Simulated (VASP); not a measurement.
Set up this calculation in VASP 6.6.1, as the native input.

```yaml
Task: single point
Functional: PBE
Potentials_or_basis: VASP PAW PBE potentials, release 64 (In_d, Ga_d, As)
Cutoff: 520 eV
k_mesh: 4 × 4 × 4
Occupations: gaussian, width 0.2 eV
Spin: no spin polarisation
Dipole_correction: no
Further_INCAR_settings: ALGO = Normal; EDIFF = 1e-06; NBANDS = 46
```

The structure of In3GaAs4 lies in POSCAR:

```
In3GaAs4
1.0
    6.0773631000      0.0000000000      0.0000000000
    0.0000000000      6.0773631000      0.0000000000
    0.0000000000      0.0000000000      6.0773631000
In Ga As
3 1 4
Direct
    0.5000000000      0.0000000000      0.0000000000
    0.0000000000      0.0000000000      0.5000000000
    0.0000000000      0.5000000000      0.0000000000
    0.5000000000      0.5000000000      0.5000000000
    0.2600610000      0.7399390000      0.2600610000
    0.2600610000      0.2600610000      0.7399390000
    0.7399390000      0.7399390000      0.7399390000
    0.7399390000      0.2600610000      0.2600610000
```

One way to write it, as run:

INCAR

```
SYSTEM = In3GaAs4
PREC = Accurate
ENCUT = 520
EDIFF = 1E-6
ISMEAR = 0
SIGMA = 0.2
LREAL = .False.
LASPH = .True.
NELM = 100
ALGO = Normal
ISIF = 2
LWAVE = .False.
LCHARG = .False.
GGA = PE
NBANDS = 46
```

KPOINTS

```
Automatic mesh
0
Gamma
  4 4 4
  0 0 0
```

Potentials or basis: VASP PAW PBE potentials, release 64 (In_d, Ga_d, As).

Run with:

```console
$ cat potpaw_PBE.64/In_d/POTCAR potpaw_PBE.64/Ga_d/POTCAR potpaw_PBE.64/As/POTCAR > POTCAR
$ mpirun -np 1 vasp_std > vasp.out
```

Results of the run:

```
Pressure               : 0.1 GPa
Largest force          : 0.004 eV/Å
Band gap on the k mesh : zero (filled and empty bands touch)
```

Caveat: spin-orbit coupling is left out, which moves the levels of the heavy elements.

Run time: 44 s on 1 thread of Intel(R) Xeon(R) 6975P-C (Granite Rapids), with other jobs on the host, peak memory 0.37 GiB.
